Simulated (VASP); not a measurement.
# ZnCd3SO (P4/mmm) in VASP: density of states with PBE

Aim: the density of states of ZnCd3SO with PBE.

Program: VASP 6.6.1. These are calculated values, not measurements. Logs are shortened: lines on timing, memory, paths and dates and some standing lists are left out, and cuts for length are marked.

**1. The cell of the first run**

It takes space group P4/mmm (No. 123, tetragonal). Conventional cell: a = 3.600 Å, b = 3.600 Å, c = 10.282 Å, α = 90.00°, β = 90.00°, γ = 90.00°. Within 3.4 Å of Zn (site symmetry 4/mmm) lie 6 Cd at 2.55 to 2.67 Å. Cd (site symmetry 4mm) has 1 S at 2.47 Å and 1 Zn at 2.67 Å within 3.3 Å. Within 3.4 Å of Cd (site symmetry 4/mmm) lie 4 Zn at 2.55 Å. S (site symmetry 4/mmm) has 2 Cd at 2.47 Å and 4 O at 2.55 Å within 3.3 Å. Within 3.4 Å of O (site symmetry 4/mmm) lie 4 S at 2.55 Å.

**2. Density of states, PBE**

POSCAR

```
ZnCd3SO
1.0
    3.5997770556      0.0000000000      0.0000000000
    0.0000000000      3.5997770556      0.0000000000
    0.0000000000      0.0000000000     10.2824221424
Zn Cd S O
1 3 1 1
Direct
    0.5000000000      0.5000000000      0.0000000000
    0.5000000000      0.5000000000      0.2594590441
    0.5000000000      0.5000000000      0.7405409559
    0.0000000000      0.0000000000      0.0000000000
    0.5000000000      0.5000000000      0.5000000000
    0.0000000000      0.0000000000      0.5000000000
```

INCAR.step1

```
PREC = Accurate
ENCUT = 520
EDIFF = 1E-6
ISMEAR = 0
SIGMA = 0.1
LREAL = False
LASPH = True
NELM = 100
ALGO = Normal
ISIF = 2
LWAVE = False
LCHARG = True
GGA = PE
NBANDS = 39
```

KPOINTS.step1

```
regular mesh
0
Gamma
  10 10 4
```

INCAR.step2

```
PREC = Accurate
ENCUT = 520
EDIFF = 1E-6
ISMEAR = -5
SIGMA = 0.1
LREAL = False
LASPH = True
NELM = 100
ALGO = Normal
ISIF = 2
LWAVE = False
LCHARG = False
GGA = PE
LORBIT = 11
NEDOS = 1001
ICHARG = 11
```

KPOINTS.step2

```
regular mesh
0
Gamma
  15 15 6
```

Potentials or basis: VASP PAW PBE potentials, release 64 (Zn, Cd, S, O).

Started as:

```sh
> cat potpaw_PBE.64/Zn/POTCAR potpaw_PBE.64/Cd/POTCAR potpaw_PBE.64/S/POTCAR potpaw_PBE.64/O/POTCAR > POTCAR
> cp INCAR.step1 INCAR
> cp KPOINTS.step1 KPOINTS
> mpirun -np 1 vasp_std > vasp.out
> cp INCAR.step2 INCAR
> cp KPOINTS.step2 KPOINTS
> mpirun -np 1 vasp_std > vasp.out
```

OUTCAR:

```text
PREC = Accurate
   ENCUT = 520
   EDIFF = 1E-6
   ISMEAR = -5
   LREAL = False
   LASPH = True
   NELM = 100
   ISIF = 2
   GGA = PE
   LORBIT = 11
   ICHARG = 11

 ion  position               nearest neighbor table
   1  0.500  0.500  0.000-   4 2.55   4 2.55   4 2.55   4 2.55   2 2.67   3 2.67
   2  0.500  0.500  0.259-   5 2.47   1 2.67   4 3.69   4 3.69   4 3.69   4 3.69
   3  0.500  0.500  0.741-   5 2.47   1 2.67   4 3.69   4 3.69   4 3.69   4 3.69
   4  0.000  0.000  0.000-   1 2.55   1 2.55   1 2.55   1 2.55   2 3.69   3 3.69   3 3.69   2 3.69
                             3 3.69   2 3.69   2 3.69   3 3.69
   5  0.500  0.500  0.500-   2 2.47   3 2.47
   6  0.000  0.000  0.500-

  LATTYP: Found a simple tetragonal cell.
 ALAT       =     3.5997770556
 C/A-ratio  =     2.8564052672

  Lattice vectors:

 A1 = (   3.5997770556,   0.0000000000,   0.0000000000)
 A2 = (   0.0000000000,   3.5997770556,   0.0000000000)
 A3 = (   0.0000000000,   0.0000000000,  10.2824221424)

Analysis of symmetry for initial positions (statically):
=====================================================================
 Subroutine PRICEL returns:
 Original cell was already a primitive cell.

 Routine SETGRP: Setting up the symmetry group for a
 simple tetragonal supercell.

 Subroutine GETGRP returns: Found 16 space group operations
 (whereof 16 operations were pure point group operations)
 out of a pool of 16 trial point group operations.

The static configuration has the point symmetry D_4h.

Analysis of symmetry for dynamics (positions and initial velocities):
=====================================================================
 Subroutine PRICEL returns:
 Original cell was already a primitive cell.

 Routine SETGRP: Setting up the symmetry group for a
 simple tetragonal supercell.

 Subroutine GETGRP returns: Found 16 space group operations
 (whereof 16 operations were pure point group operations)
 out of a pool of 16 trial point group operations.

The dynamic configuration has the point symmetry D_4h.

 Subroutine INISYM returns: Found 16 space group operations
 (whereof 16 operations are pure point group operations),
 and found     1 'primitive' translations

----------------------------------------------------------------------------------------

                                     Primitive cell

  volume of cell :     133.2437

  direct lattice vectors                    reciprocal lattice vectors
     3.599777056  0.000000000  0.000000000     0.277794981  0.000000000  0.000000000
     0.000000000  3.599777056  0.000000000     0.000000000  0.277794981  0.000000000
     0.000000000  0.000000000 10.282422142     0.000000000  0.000000000  0.097253350

  length of vectors
     3.599777056  3.599777056 10.282422142     0.277794981  0.277794981  0.097253350

  position of ions in fractional coordinates (direct lattice)
     0.500000000  0.500000000  0.000000000
     0.500000000  0.500000000  0.259459044
     0.500000000  0.500000000  0.740540956
     0.000000000  0.000000000  0.000000000
     0.500000000  0.500000000  0.500000000
     0.000000000  0.000000000  0.500000000

  ion indices of the primitive-cell ions
   primitive index   ion index
                 1           1
                 2           2
                 3           3
                 4           4
                 5           5
                 6           6

----------------------------------------------------------------------------------------

 KPOINTS: regular mesh

Automatic generation of k-mesh.
 Grid dimensions read from file:
 generate k-points for:   15   15    6

 Generating k-lattice:

  Cartesian coordinates                     Fractional coordinates (reciprocal lattice)
     0.018519665  0.000000000  0.000000000     0.066666667  0.000000000  0.000000000
     0.000000000  0.018519665  0.000000000     0.000000000  0.066666667  0.000000000
     0.000000000  0.000000000  0.016208892     0.000000000  0.000000000  0.166666667

  Length of vectors
     0.018519665  0.018519665  0.016208892

  Shift w.r.t. Gamma in fractional coordinates (k-lattice)
     0.000000000  0.000000000  0.000000000

 TETIRR: Found   2019 inequivalent tetrahedra from     8100

 Subroutine IBZKPT returns following result:
 ===========================================

 Found    144 irreducible k-points:

 Following reciprocal coordinates:
            Coordinates               Weight
  0.000000  0.000000  0.000000      1.000000
  0.066667  0.000000  0.000000      4.000000
  0.133333  0.000000  0.000000      4.000000
  0.200000  0.000000  0.000000      4.000000
  0.266667  0.000000  0.000000      4.000000
  0.333333  0.000000  0.000000      4.000000
[... 16 lines left out ...]
  0.266667  0.200000  0.000000      8.000000
  0.333333  0.200000  0.000000      8.000000
 [... further k-points ...]
   k-points           NKPTS =    144   k-points in BZ     NKDIM =    144   number of bands    NBANDS=     36
   number of dos      NEDOS =   1001   number of ions     NIONS =      6
   total plane-waves  NPLWV =  62720
   dimension x,y,z NGX =    28 NGY =   28 NGZ =   80
   dimension x,y,z NGXF=    56 NGYF=   56 NGZF=  160
   ions per type =               1   3   1   1
   NGX,Y,Z   is equivalent  to a cutoff of  12.93, 12.93, 12.93 a.u.
   NGXF,Y,Z  is equivalent  to a cutoff of  25.86, 25.86, 25.87 a.u.
 SYSTEM =  unknown system
   PREC   = accura    normal or accurate (medium, high low for compatibility)
   ISTART =      0    job   : 0-new  1-cont  2-samecut
   ICHARG =     11    charge: 1-file 2-atom 10-const
   ISPIN  =      1    spin polarized calculation?
   LNONCOLLINEAR =      F non collinear calculations
   LSORBIT =      F    spin-orbit coupling
   LASPH  =      T    aspherical Exc in radial PAW
   ENCUT  =  520.0 eV  38.22 Ry    6.18 a.u.   6.69  6.69 19.12*2*pi/ulx,y,z
   NELM   =    100;   NELMIN=  2; NELMDL=  0     # of ELM steps
   EDIFF  = 0.1E-05   stopping-criterion for ELM
   LREAL  =      F    real-space projection
   EDIFFG = 0.1E-04   stopping-criterion for IOM
   NSW    =      0    number of steps for IOM
   IBRION =     -1    ionic relax: 0-MD 1-quasi-New 2-CG
   NFREE  =      0    steps in history (QN), initial steepest desc. (CG)
   ISIF   =      2    stress and relaxation
   ISYM   =      2    0-nonsym 1-usesym 2-fastsym
   POTIM  = 0.5000    time-step for ionic-motion
   TEBEG  =    0.0;   TEEND  =   0.0 temperature during run
   PSTRESS=    0.0 pullay stress
   NELECT =      60.0000    total number of electrons
   NUPDOWN=      -1.0000    fix difference up-down
   EMIN   =  10.00;   EMAX   =-10.00  energy-range for DOS
   EFERMI =   0.00;   METHOD = LEGACY
   ISMEAR =    -5;   SIGMA  =   0.10  broadening in eV -4-tet -1-fermi 0-gaus
   EFERMI_NEDOS =   21; number of points for ismear=-14 and -15
   IALGO  =     38    algorithm
   IMIX   =      4    mixing-type and parameters
     AMIX     =   0.40;   BMIX     =  1.00
     AMIX_MAG =   1.60;   BMIX_MAG =  1.00
  volume/ion in A,a.u.               =      22.21       149.86
  Fermi-wavevector in a.u.,A,eV,Ry     =   1.254805  2.371238 21.422870  1.574537
  Thomas-Fermi vector in A             =   2.388593
   LORBIT       =     11    0 simple, 1 ext, 2 COOP (PROOUT), +10 PAW based schemes
   GGA     = PE    functional components
   LHFCALC =     F    Hartree Fock is set to
   AEXX    =    0.0000 exact exchange contribution
   IVDW    =     0    specifies the selected vdW correction
   LEPSILON=     F    determine dielectric tensor
   LRPA    =     F    only Hartree local field effects (RPA)
 non-spin polarized calculation
 Fermi weights with tetrahedron method with Bloechl corrections
  energy-cutoff  :      520.00
  volume of cell :      133.24
 maximum number of plane-waves:      3617
 NGX is ok and might be reduce to    28

 number of electron      59.9999966 magnetization

 Free energy of the ion-electron system (eV)
  ---------------------------------------------------
  ext. energy  EPLUGINS =         0.00000000
  ---------------------------------------------------
  free energy    TOTEN  =        -9.72755244 eV

  energy without entropy =       -9.72755244  energy(sigma->0) =       -9.72755244

 E-fermi :   1.6968     XC(G=0):  -9.6886

 val. band max:        1.8003896642   @ k =   0.4000   0.2667   0.1667
 cond. band min:       1.4667534087   @ k =   0.2667   0.2667   0.5000
 fundamental gap:     -0.3336362555
 Fermi energy:         1.6967680286

 k-point     1 :       0.0000    0.0000    0.0000
  band No.  band energies     occupation
      1     -15.1243      2.00000
      2     -10.5708      2.00000
      3      -8.1992      2.00000
      4      -8.1979      2.00000
      5      -8.1513      2.00000
      6      -7.4387      2.00000
[... 28 lines left out ...]
     35       6.9620      0.00000
     36       7.8944      0.00000

 k-point     2 :       0.0667    0.0000    0.0000
  band No.  band energies     occupation
      1     -15.1085      2.00000
      2     -10.5954      2.00000
      3      -8.1835      2.00000
      4      -8.1692      2.00000
      5      -8.1295      2.00000
      6      -7.4502      2.00000
[... 28 lines left out ...]
     35       7.1161      0.00000
     36       7.7470      0.00000
[... 817 lines left out ...]
     35       5.9021      0.00000
     36       6.0840      0.00000

 k-point    24 :       0.3333    0.2000    0.0000
  band No.  band energies     occupation
      1     -14.7481      2.00000
      2     -10.9851      2.00000
      3      -8.0840      2.00000
      4      -7.6464      2.00000
      5      -7.5892      2.00000
      6      -7.4646      2.00000
[... 28 lines left out ...]
     35       5.5945      0.00000
     36       6.1683      0.00000

 [... further k-points ...]

------------------------ aborting loop because EDIFF is reached ----------------------------------------

  FORCE on cell =-STRESS in cart. coord.  units (eV):
  Direction    XX          YY          ZZ          XY          YZ          ZX
  --------------------------------------------------------------------------------------
  -------------------------------------------------------------------------------------
  Total        0.4063375      0.4063375      0.9994669      0.0000000      0.0000000     -0.0000000
  in kB        4.8859705      4.8859705     12.0180042      0.0000000      0.0000000     -0.0000000
  external PRESSURE =       7.2633151 kB  Pullay stress =       0.0000000 kB

 VOLUME and BASIS-vectors are now :
 -----------------------------------------------------------------------------
  energy-cutoff  :      520.00
  volume of cell :      133.24
      direct lattice vectors                 reciprocal lattice vectors
     3.599777056  0.000000000  0.000000000     0.277794981  0.000000000  0.000000000
     0.000000000  3.599777056  0.000000000     0.000000000  0.277794981  0.000000000
     0.000000000  0.000000000 10.282422142     0.000000000  0.000000000  0.097253350

 POSITION                                       TOTAL-FORCE (eV/Angst)
 -----------------------------------------------------------------------------------
      1.79989      1.79989      0.00000         0.000000      0.000000      0.000000
      1.79989      1.79989      2.66787        -0.000000      0.000000     -0.045117
      1.79989      1.79989      7.61455         0.000000     -0.000000      0.045117
      0.00000      0.00000      0.00000         0.000000      0.000000      0.000000
      1.79989      1.79989      5.14121         0.000000      0.000000      0.000000
      0.00000      0.00000      5.14121         0.000000      0.000000      0.000000
 -----------------------------------------------------------------------------------
    total drift:                               -0.000000      0.000000     -0.000000

  FREE ENERGIE OF THE ION-ELECTRON SYSTEM (eV)
  ---------------------------------------------------
  free  energy   TOTEN  =        -9.7275524414 eV

  energy  without entropy=       -9.7275524414  energy(sigma->0) =       -9.72755244

 total charge

# of ion       s       p       d       tot
------------------------------------------
    1        0.666   0.500   9.717  10.883
    2        0.577   0.185   9.513  10.275
    3        0.577   0.185   9.513  10.275
    4        0.622   0.303   9.493  10.418
    5        1.402   2.090   0.000   3.493
    6        1.623   3.044   0.000   4.667
--------------------------------------------------
tot          5.468   6.307  38.236  50.011
```

Wall time 14 min (1 thread of Oxide Virtual Turin-like, shared host); peak memory 0.67 GiB.

What came out:

* Valence electrons inside the program's atomic spheres: Zn 10.88; Cd 10.28, 10.42; S 3.49; O 4.67

Caveat: tetrahedron occupations give inexact forces and stress in metals.
